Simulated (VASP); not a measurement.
Ni:

```xyz
2
Lattice="2.5123 0.0000 0.0000 -1.2562 2.1757 0.0000 0.0000 0.0000 4.0700" Properties=species:S:1:pos:R:3 pbc="T T T"
Ni    0.0000    1.4505    1.0175
Ni    1.2562    0.7252    3.0525
```

This isn't the form of Ni at room conditions, which is fcc.

- Program: VASP 6.6.1
- Task: relaxation of cell and atoms
- Functional: PBE
- Potentials or basis: VASP PAW PBE potentials, release 64 (Ni)
- Cutoff: 600 eV
- k mesh: 15 × 15 × 8
- Occupations: fermi-dirac, width 0.05 eV
- Spin: collinear spin, ferromagnetic start
- Starting moments: [1.5, 1.5] μB

At the start: pressure -3.4 GPa; volume 11.12 Å³/atom.

**Question.** Where does the relaxation end?

**Answer.** Over 5 steps the energy falls by 3.2 meV/atom and the volume is 10.92 Å³/atom (-1.8 %); space group P6_3/mmc (No. 194, to 0.1 Å) before and after; moment 1.29 μB per cell.

Step by step:
```csv
step,energy change (eV),largest force (eV/Å),pressure (GPa),volume (Å³)
1,0.0000,0.0000,-3.45,22.25
2,-0.0025,0.0000,3.35,21.48
3,-0.0056,0.0000,0.30,21.80
4,-0.0062,0.0000,0.14,21.83
5,-0.0063,0.0000,0.04,21.84
```

Final structure:
```
Ni
1.0
     2.48483    0.00000    0.00000
    -1.24241    2.15192    0.00000
     0.00000    0.00000    4.08420
Ni
2
Direct
  0.33333 0.66667 0.25000
  0.66667 0.33333 0.75000
```
